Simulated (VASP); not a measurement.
# CsZn2 (P6/mmm) in VASP: a series of runs, part 2 of 2

VASP 6.6.1. Earlier steps stand in the parts before.

## (4) Relaxation of cell and atoms, PBE

File INCAR:

```
PREC = Accurate
ENCUT = 600
EDIFF = 1E-7
ISMEAR = 0
SIGMA = 0.1
LREAL = F
LASPH = T
NELM = 100
ALGO = Normal
ISIF = 3
LWAVE = F
LCHARG = F
GGA = PE
IBRION = 2
NSW = 90
EDIFFG = -0.04
```

File KPOINTS:

```
Automatic mesh
0
Gamma
  6 6 6
```

File POSCAR:

```
CsZn2
1.0
    5.1322875741      0.0000000000      0.0000000000
   -2.5661437870      4.4446914188      0.0000000000
    0.0000000000      0.0000000000      3.2625467131
Cs Zn
1 2
Direct
    0.0000000000      0.0000000000      0.0000000000
    0.3333333333      0.6666666667      0.5000000000
    0.6666666667      0.3333333333      0.5000000000
```

Potentials or basis: VASP PAW PBE potentials, release 64 (Cs_sv, Zn).

Launch:

```
cat potpaw_PBE.64/Cs_sv/POTCAR potpaw_PBE.64/Zn/POTCAR > POTCAR
mpirun -np 1 vasp_std > vasp.out
```

OUTCAR:

```text
PREC = Accurate
   ENCUT = 600
   EDIFF = 1E-7
   ISMEAR = 0
   LREAL = F
   LASPH = T
   NELM = 100
   ISIF = 3
   GGA = PE
   IBRION = 2
   NSW = 90
   EDIFFG = -0.04

 ion  position               nearest neighbor table
   1  0.000  0.000  0.000-
   2  0.333  0.667  0.500-   3 2.96   3 2.96   3 2.96
   3  0.667  0.333  0.500-   2 2.96   2 2.96   2 2.96

  LATTYP: Found a hexagonal cell.
 ALAT       =     5.1322875741
 C/A-ratio  =     0.6356905505

  Lattice vectors:

 A1 = (   5.1322875741,   0.0000000000,   0.0000000000)
 A2 = (  -2.5661437870,   4.4446914188,   0.0000000000)
 A3 = (   0.0000000000,   0.0000000000,   3.2625467131)

Analysis of symmetry for initial positions (statically):
[... 369 lines left out ...]
  ---------------------------------------------------
  free energy    TOTEN  =        -2.55474843 eV

  energy without entropy =       -2.54792592  energy(sigma->0) =       -2.55133717

 E-fermi :   1.4651     XC(G=0):  -8.2559

 val. band max:        1.3920718272   @ k =   0.3333   0.1667   0.3333
 cond. band min:       1.5026722372   @ k =   0.3333   0.3333   0.5000
 fundamental gap:      0.1106004099
 Fermi energy:         1.4651182773

 k-point     1 :       0.0000    0.0000    0.0000
  band No.  band energies     occupation
      1     -21.1562      2.00000
      2      -7.9738      2.00000
      3      -7.9214      2.00000
      4      -7.9214      2.00000
      5      -5.8843      2.00000
      6      -5.7319      2.00000
[... 541 lines left out ...]
     19       2.8579      0.00000
     20       4.4791      0.00000

 [... further k-points ...]

------------------------ aborting loop because EDIFF is reached ----------------------------------------

  FORCE on cell =-STRESS in cart. coord.  units (eV):
  Direction    XX          YY          ZZ          XY          YZ          ZX
  --------------------------------------------------------------------------------------
  -------------------------------------------------------------------------------------
  Total       -0.0553683     -0.0553683      0.0369065     -0.0000000     -0.0000000      0.0000000
  in kB       -0.8447555     -0.8447555      0.5630830     -0.0000000     -0.0000000      0.0000000
  external PRESSURE =      -0.3754760 kB  Pullay stress =       0.0000000 kB
[... 18 lines left out ...]
  FREE ENERGIE OF THE ION-ELECTRON SYSTEM (eV)
  ---------------------------------------------------
  free  energy   TOTEN  =        -2.5547484261 eV

  energy  without entropy=       -2.5479259185  energy(sigma->0) =       -2.55133717

 reached required accuracy - stopping structural energy minimisation
```

Wall time 5.1 min (1 thread of Intel Xeon 6975P-C (Granite Rapids), shared host); peak memory 0.25 GiB.

What came out:

```
Free energy                            : -2.5547 eV
Relaxed volume                         : 35.00 Å³/atom
Relaxed cell                           : a = 4.851 Å, b = 4.851 Å, c = 5.152 Å, α = 90.00°, β = 90.00°, γ = 120.00°
Space group after relaxing (to 0.05 Å) : P6/mmm (No. 191)
Energy gained by relaxing              : 282.8 meV/atom
Ionic steps                            : 16
Pressure after relaxing                : 0.0 GPa
```

Stress tensor (GPa, compression positive):
```
-0.08  0.00  0.00
 0.00 -0.08  0.00
 0.00  0.00  0.06
```

The path:
| step | energy change (eV) | largest force (eV/Å) | pressure (GPa) | volume (Å³) |
| --- | --- | --- | --- | --- |
| 1 | 0.0000 | 0.0000 | 6.63 | 74.42 |
| 2 | -0.3192 | 0.0000 | 2.60 | 86.04 |
| 3 | -0.4332 | 0.0000 | 0.80 | 96.82 |
| 4 | -0.4053 | 0.0000 | -0.96 | 120.99 |
| 5 | -0.4526 | 0.0000 | -0.25 | 107.22 |
| 6 | -0.4537 | 0.0000 | -0.11 | 105.42 |
| 7 | -0.4721 | 0.0000 | -0.07 | 105.60 |
| 8 | -0.5363 | 0.0000 | 0.03 | 105.91 |
| 9 | -0.6603 | 0.0000 | 0.05 | 105.58 |
| 10 | -0.8415 | 0.0000 | 0.54 | 101.46 |
| 11 | -0.8258 | 0.0000 | 0.44 | 99.05 |
| 12 | -0.8401 | 0.0000 | 0.57 | 100.46 |
| 13 | -0.7154 | 0.0000 | -2.14 | 114.13 |
| 14 | -0.8430 | 0.0000 | 0.13 | 102.66 |
| 15 | -0.8431 | 0.0000 | 0.20 | 102.28 |
| 16 | -0.8484 | 0.0000 | -0.04 | 105.01 |

Final structure:
```xyz
3
Lattice="4.8514 0.0000 0.0000 -2.4257 4.2015 0.0000 0.0000 0.0000 5.1519" Properties=species:S:1:pos:R:3 pbc="T T T"
Cs    0.0000    0.0000    0.0000
Zn    0.0000    2.8010    2.5760
Zn    2.4257    1.4005    2.5760
```

Caveat: the volume moved by over 15 % at a fixed basis, so the end points are rough; spin-orbit coupling is left out, which moves the levels of the heavy elements.

## (5) Single point, PBE

This run uses another cell than the first one, of 35.36 Å³/atom, 1.426 times its volume.

File INCAR:

```
SYSTEM = CsZn2
PREC     = Accurate       ! precision mode
ENCUT    = 520            ! plane-wave cutoff, eV
EDIFF    = 1E-6           ! SCF threshold, eV
ISMEAR   = 0              ! smearing method
SIGMA    = 0.1            ! smearing width, eV
LREAL    = .FALSE.        ! projectors in reciprocal space
LASPH    = .TRUE.         ! aspherical terms in the spheres
NELM     = 80             ! most SCF steps
ALGO     = Fast           ! electronic algorithm
ISIF     = 2              ! what is computed and relaxed
LWAVE    = .FALSE.        ! write WAVECAR
LCHARG   = .FALSE.        ! write CHGCAR
GGA      = PE             ! functional
NBANDS   = 24             ! bands
```

File KPOINTS:

```
regular mesh
0
G
  12 12 8
  0 0 0
```

File POSCAR:

```
CsZn2
1.0
    4.5721270822      0.0000000000      0.0000000000
   -2.2860635411      3.9595782025      0.0000000000
    0.0000000000      0.0000000000      5.8602877385
Cs Zn
1 2
Direct
    0.0000000000      0.0000000000      0.0000000000
    0.3333333333      0.6666666667      0.5000000000
    0.6666666667      0.3333333333      0.5000000000
```

Potentials or basis: VASP PAW PBE potentials, release 64 (Cs_sv, Zn).

Launch:

```
cat potpaw_PBE.64/Cs_sv/POTCAR potpaw_PBE.64/Zn/POTCAR > POTCAR
mpirun -np 1 vasp_std > vasp.out
```

OUTCAR:

```text
SYSTEM = CsZn2
   PREC = Accurate
   ENCUT = 520
   EDIFF = 1E-6
   ISMEAR = 0
   LREAL = .FALSE.
   LASPH = .TRUE.
   NELM = 80
   ISIF = 2
   GGA = PE

 ion  position               nearest neighbor table
   1  0.000  0.000  0.000-
   2  0.333  0.667  0.500-   3 2.64   3 2.64   3 2.64
   3  0.667  0.333  0.500-   2 2.64   2 2.64   2 2.64

  LATTYP: Found a hexagonal cell.
 ALAT       =     4.5721270822
 C/A-ratio  =     1.2817420936

  Lattice vectors:

 A1 = (   4.5721270822,   0.0000000000,   0.0000000000)
 A2 = (  -2.2860635411,   3.9595782025,   0.0000000000)
 A3 = (   0.0000000000,   0.0000000000,   5.8602877385)

Analysis of symmetry for initial positions (statically):
=====================================================================
 Subroutine PRICEL returns:
 Original cell was already a primitive cell.

 Routine SETGRP: Setting up the symmetry group for a
 hexagonal supercell.

 Subroutine GETGRP returns: Found 24 space group operations
 (whereof 24 operations were pure point group operations)
 out of a pool of 24 trial point group operations.

The static configuration has the point symmetry D_6h.

Analysis of symmetry for dynamics (positions and initial velocities):
=====================================================================
 Subroutine PRICEL returns:
 Original cell was already a primitive cell.

 Routine SETGRP: Setting up the symmetry group for a
 hexagonal supercell.

 Subroutine GETGRP returns: Found 24 space group operations
 (whereof 24 operations were pure point group operations)
 out of a pool of 24 trial point group operations.

The dynamic configuration has the point symmetry D_6h.

 Subroutine INISYM returns: Found 24 space group operations
 (whereof 24 operations are pure point group operations),
 and found     1 'primitive' translations

----------------------------------------------------------------------------------------

                                     Primitive cell

  volume of cell :     106.0929

  direct lattice vectors                    reciprocal lattice vectors
     4.572127082  0.000000000  0.000000000     0.218716580  0.126276076  0.000000000
    -2.286063541  3.959578202  0.000000000     0.000000000  0.252552153  0.000000000
     0.000000000  0.000000000  5.860287739     0.000000000  0.000000000  0.170640085

  length of vectors
     4.572127082  4.572127082  5.860287739     0.252552153  0.252552153  0.170640085

  position of ions in fractional coordinates (direct lattice)
     0.000000000  0.000000000  0.000000000
     0.333333333  0.666666667  0.500000000
     0.666666667  0.333333333  0.500000000

  ion indices of the primitive-cell ions
   primitive index   ion index
                 1           1
                 2           2
                 3           3

----------------------------------------------------------------------------------------

 KPOINTS: regular mesh

Automatic generation of k-mesh.
 Grid dimensions read from file:
 generate k-points for:   12   12    8

 Generating k-lattice:

  Cartesian coordinates                     Fractional coordinates (reciprocal lattice)
     0.018226382  0.010523006  0.000000000     0.083333333 -0.000000000  0.000000000
     0.000000000  0.021046013  0.000000000     0.000000000  0.083333333  0.000000000
     0.000000000  0.000000000  0.021330011     0.000000000  0.000000000  0.125000000

  Length of vectors
     0.021046013  0.021046013  0.021330011

  Shift w.r.t. Gamma in fractional coordinates (k-lattice)
     0.000000000  0.000000000  0.000000000

 Subroutine IBZKPT returns following result:
 ===========================================

 Found     95 irreducible k-points:

 Following reciprocal coordinates:
            Coordinates               Weight
  0.000000  0.000000  0.000000      1.000000
  0.083333  0.000000  0.000000      6.000000
  0.166667  0.000000  0.000000      6.000000
  0.250000  0.000000  0.000000      6.000000
  0.333333  0.000000  0.000000      6.000000
  0.416667  0.000000  0.000000      6.000000
[... 16 lines left out ...]
  0.250000  0.000000  0.125000     12.000000
  0.333333  0.000000  0.125000     12.000000
 [... further k-points ...]
   k-points           NKPTS =     95   k-points in BZ     NKDIM =     95   number of bands    NBANDS=     24
   number of dos      NEDOS =    301   number of ions     NIONS =      3
   total plane-waves  NPLWV =  62208
   dimension x,y,z NGX =    36 NGY =   36 NGZ =   48
   dimension x,y,z NGXF=    72 NGYF=   72 NGZF=   96
   ions per type =               1   2
   NGX,Y,Z   is equivalent  to a cutoff of  13.09, 13.09, 13.62 a.u.
   NGXF,Y,Z  is equivalent  to a cutoff of  26.18, 26.18, 27.23 a.u.
 SYSTEM =  CsZn2
   PREC   = accura    normal or accurate (medium, high low for compatibility)
   ISTART =      0    job   : 0-new  1-cont  2-samecut
   ICHARG =      2    charge: 1-file 2-atom 10-const
   ISPIN  =      1    spin polarized calculation?
   LNONCOLLINEAR =      F non collinear calculations
   LSORBIT =      F    spin-orbit coupling
   LASPH  =      T    aspherical Exc in radial PAW
   ENCUT  =  520.0 eV  38.22 Ry    6.18 a.u.   8.50  8.50 10.90*2*pi/ulx,y,z
   NELM   =     80;   NELMIN=  2; NELMDL= -5     # of ELM steps
   EDIFF  = 0.1E-05   stopping-criterion for ELM
   LREAL  =      F    real-space projection
   EDIFFG = 0.1E-04   stopping-criterion for IOM
   NSW    =      0    number of steps for IOM
   IBRION =     -1    ionic relax: 0-MD 1-quasi-New 2-CG
   NFREE  =      0    steps in history (QN), initial steepest desc. (CG)
   ISIF   =      2    stress and relaxation
   ISYM   =      2    0-nonsym 1-usesym 2-fastsym
   POTIM  = 0.5000    time-step for ionic-motion
   TEBEG  =    0.0;   TEEND  =   0.0 temperature during run
   PSTRESS=    0.0 pullay stress
   NELECT =      33.0000    total number of electrons
   NUPDOWN=      -1.0000    fix difference up-down
   EMIN   =  10.00;   EMAX   =-10.00  energy-range for DOS
   EFERMI =   0.00;   METHOD = LEGACY
   ISMEAR =     0;   SIGMA  =   0.10  broadening in eV -4-tet -1-fermi 0-gaus
   EFERMI_NEDOS =   21; number of points for ismear=-14 and -15
   IALGO  =     68    algorithm
   IMIX   =      4    mixing-type and parameters
     AMIX     =   0.40;   BMIX     =  1.00
     AMIX_MAG =   1.60;   BMIX_MAG =  1.00
  volume/ion in A,a.u.               =      35.36       238.65
  Fermi-wavevector in a.u.,A,eV,Ry     =   1.109219  2.096121 16.740166  1.230367
  Thomas-Fermi vector in A             =   2.245756
   LORBIT       =      0    0 simple, 1 ext, 2 COOP (PROOUT), +10 PAW based schemes
   GGA     = PE    functional components
   LHFCALC =     F    Hartree Fock is set to
   AEXX    =    0.0000 exact exchange contribution
   IVDW    =     0    specifies the selected vdW correction
   LEPSILON=     F    determine dielectric tensor
   LRPA    =     F    only Hartree local field effects (RPA)
 non-spin polarized calculation
 RMM-DIIS sequential band-by-band and
 Gauss-broadening in eV      SIGMA  =   0.10
  energy-cutoff  :      520.00
  volume of cell :      106.09
 maximum number of plane-waves:      2902
 NGX is ok and might be reduce to    36
   NGX = 17   NGY = 17   NGZ = 21

 number of electron      33.0000024 magnetization

 Free energy of the ion-electron system (eV)
  ---------------------------------------------------
  ext. energy  EPLUGINS =         0.00000000
  ---------------------------------------------------
  free energy    TOTEN  =        -2.65974962 eV

  energy without entropy =       -2.65181709  energy(sigma->0) =       -2.65578336

 E-fermi :   1.5111     XC(G=0):  -8.1978

 val. band max:        1.4980982931   @ k =   0.1667   0.0833   0.1250
 cond. band min:       1.5165467516   @ k =   0.2500   0.1667   0.5000
 fundamental gap:      0.0184484585
 Fermi energy:         1.5111159855

 k-point     1 :       0.0000    0.0000    0.0000
  band No.  band energies     occupation
      1     -21.3951      2.00000
      2      -8.2175      2.00000
      3      -8.0426      2.00000
      4      -8.0426      2.00000
      5      -6.0150      2.00000
      6      -5.7765      2.00000
[... 16 lines left out ...]
     23       6.7795      0.00000
     24       6.9368      0.00000
[... 598 lines left out ...]
      2      -8.5046      2.00000
      3      -8.1503      2.00000
      4      -8.1394      2.00000
      5      -5.9614      2.00000
      6      -5.8900      2.00000
[... 16 lines left out ...]
     23       6.1587      0.00000
     24       7.0961      0.00000

 [... further k-points ...]

------------------------ aborting loop because EDIFF is reached ----------------------------------------

  FORCE on cell =-STRESS in cart. coord.  units (eV):
  Direction    XX          YY          ZZ          XY          YZ          ZX
  --------------------------------------------------------------------------------------
  -------------------------------------------------------------------------------------
  Total        0.0511380      0.0511380      0.0201804      0.0000000      0.0000000      0.0000000
  in kB        0.7722675      0.7722675      0.3047569      0.0000000      0.0000000      0.0000000
  external PRESSURE =       0.6164306 kB  Pullay stress =       0.0000000 kB

 VOLUME and BASIS-vectors are now :
 -----------------------------------------------------------------------------
  energy-cutoff  :      520.00
  volume of cell :      106.09
      direct lattice vectors                 reciprocal lattice vectors
     4.572127082  0.000000000  0.000000000     0.218716580  0.126276076  0.000000000
    -2.286063541  3.959578202  0.000000000     0.000000000  0.252552153  0.000000000
     0.000000000  0.000000000  5.860287739     0.000000000  0.000000000  0.170640085

 POSITION                                       TOTAL-FORCE (eV/Angst)
 -----------------------------------------------------------------------------------
      0.00000      0.00000      0.00000        -0.000000      0.000000     -0.000000
     -0.00000      2.63972      2.93014         0.000000     -0.000000      0.000000
      2.28606      1.31986      2.93014        -0.000000      0.000000     -0.000000
 -----------------------------------------------------------------------------------
    total drift:                                0.000000      0.000000     -0.000000

  FREE ENERGIE OF THE ION-ELECTRON SYSTEM (eV)
  ---------------------------------------------------
  free  energy   TOTEN  =        -2.6597496230 eV

  energy  without entropy=       -2.6518170883  energy(sigma->0) =       -2.65578336
```

Wall time 1.7 min (1 thread of Intel Xeon 6975P-C (Granite Rapids), shared host); peak memory 0.39 GiB.

Results:

| Quantity | Value |
| --- | --- |
| Free energy | -2.6597 eV |
| Pressure | 0.1 GPa |

Caveat: spin-orbit coupling is left out, which moves the levels of the heavy elements.

## (6) Relaxation of cell and atoms, PBE

This run uses another cell than the first one, of 34.42 Å³/atom, 1.388 times its volume.

File INCAR:

```
SYSTEM = CsZn2
  PREC = Accurate
  ENCUT = 600
  EDIFF = 1E-6
  ISMEAR = 0
  SIGMA = 0.1
  LREAL = .False.
  LASPH = .True.
  NELM = 80
  ALGO = Fast
  ISIF = 3
  LWAVE = .False.
  LCHARG = .False.
  GGA = PE
  IBRION = 2
  NSW = 100
  EDIFFG = -0.01
```

File KPOINTS:

```
regular mesh
0
Gamma
  12 12 8
  0 0 0
```

File POSCAR:

```
CsZn2
1.0
    4.5229288729      0.0000000000      0.0000000000
   -2.2614644365      3.9169713035      0.0000000000
    0.0000000000      0.0000000000      5.8291408550
Cs Zn
1 2
Direct
    0.0000000000      0.0000000000      0.0000000000
    0.3333333333      0.6666666667      0.5000000000
    0.6666666667      0.3333333333      0.5000000000
```

Potentials or basis: VASP PAW PBE potentials, release 64 (Cs_sv, Zn).

Launch:

```
cat potpaw_PBE.64/Cs_sv/POTCAR potpaw_PBE.64/Zn/POTCAR > POTCAR
mpirun -np 1 vasp_std > vasp.out
```

It took 3.4 min on 1 thread of Intel Xeon 6975P-C (Granite Rapids), shared host; peak memory 0.41 GiB.

Results (log left out):

```
Free energy                            : -2.6589 eV
Relaxed volume                         : 35.54 Å³/atom
Relaxed cell                           : a = 4.580 Å, b = 4.580 Å, c = 5.869 Å, α = 90.00°, β = 90.00°, γ = 120.00°
Space group after relaxing (to 0.05 Å) : P6/mmm (No. 191)
Energy gained by relaxing              : 1.9 meV/atom
Ionic steps                            : 3
Pressure after relaxing                : 0.0 GPa
```

Step by step:
| step | energy change (eV) | largest force (eV/Å) | pressure (GPa) | volume (Å³) |
| --- | --- | --- | --- | --- |
| 1 | 0.0000 | 0.0000 | 0.56 | 103.27 |
| 2 | -0.0045 | 0.0000 | 0.25 | 105.08 |
| 3 | -0.0056 | 0.0000 | 0.02 | 106.61 |

Final structure:
```
Cs Zn
1.0
     4.57969    0.00000    0.00000
    -2.28984    3.96613    0.00000
     0.00000    0.00000    5.86935
Cs Zn
1 2
Direct
  0.00000 0.00000 0.00000
  0.33333 0.66667 0.50000
  0.66667 0.33333 0.50000
```

Levels at points of the mesh, in eV from the Fermi level:
| k point | band 12 | band 13 | band 14 | band 15 | band 16 | band 17 | band 18 | band 19 | band 20 |
| --- | --- | --- | --- | --- | --- | --- | --- | --- | --- |
| (0.00, 0.00, 0.00) | -6.99 | -6.98 | -6.98 | -6.13 | 0.34 | 0.80 | 1.89 | 1.89 | 2.71 |
| (0.50, 0.00, 0.00) | -6.94 | -6.85 | -6.80 | -4.09 | -3.34 | 0.21 | 0.98 | 1.43 | 3.05 |
| (0.00, 0.00, 0.50) | -6.98 | -6.97 | -6.97 | -5.51 | -1.70 | 2.49 | 2.49 | 2.87 | 3.00 |
| (0.50, 0.00, 0.50) | -6.94 | -6.87 | -6.80 | -4.42 | -2.84 | 0.40 | 0.52 | 1.12 | 3.36 |

Caveat: spin-orbit coupling is left out, which moves the levels of the heavy elements.

## (7) The runs side by side

| task | cell | k mesh | cutoff (eV) | gap on the mesh (eV) | pressure (GPa) | relaxed volume (Å³/atom) |
| --- | --- | --- | --- | --- | --- | --- |
| single point | a = 5.132, b = 5.132, c = 3.263 Å, angles 90.0, 90.0, 120.0°, 3 atoms | 6 × 6 × 6 | 520 | none | 6.6 | - |
| single point | a = 4.523, b = 4.523, c = 5.829 Å, angles 90.0, 90.0, 120.0°, 3 atoms | 6 × 6 × 6 | 520 | none | 0.3 | - |
| relaxation of cell and atoms | relaxed from a = 5.132, b = 5.132, c = 3.263 Å, angles 90.0, 90.0, 120.0°, 3 atoms | 6 × 6 × 6 | 600 | none | 0.0 | 35.00 |
| single point | a = 4.572, b = 4.572, c = 5.860 Å, angles 90.0, 90.0, 120.0°, 3 atoms | 12 × 12 × 8 | 520 | none | 0.1 | - |
| relaxation of cell and atoms | relaxed from a = 4.523, b = 4.523, c = 5.829 Å, angles 90.0, 90.0, 120.0°, 3 atoms | 12 × 12 × 8 | 600 | none | 0.0 | 35.54 |

Alike in all rows: level PBE; potentials or basis VASP PAW PBE potentials, release 64 (Cs_sv, Zn); no spin polarisation; smearing gaussian 0.1 eV.

Caveats: spin-orbit coupling is left out, which moves the levels of the heavy elements; the volume moved by over 15 % at a fixed basis, so the end points are rough (some runs).

Total energies depend on the potentials used, so only differences within one code and one set of settings carry meaning.
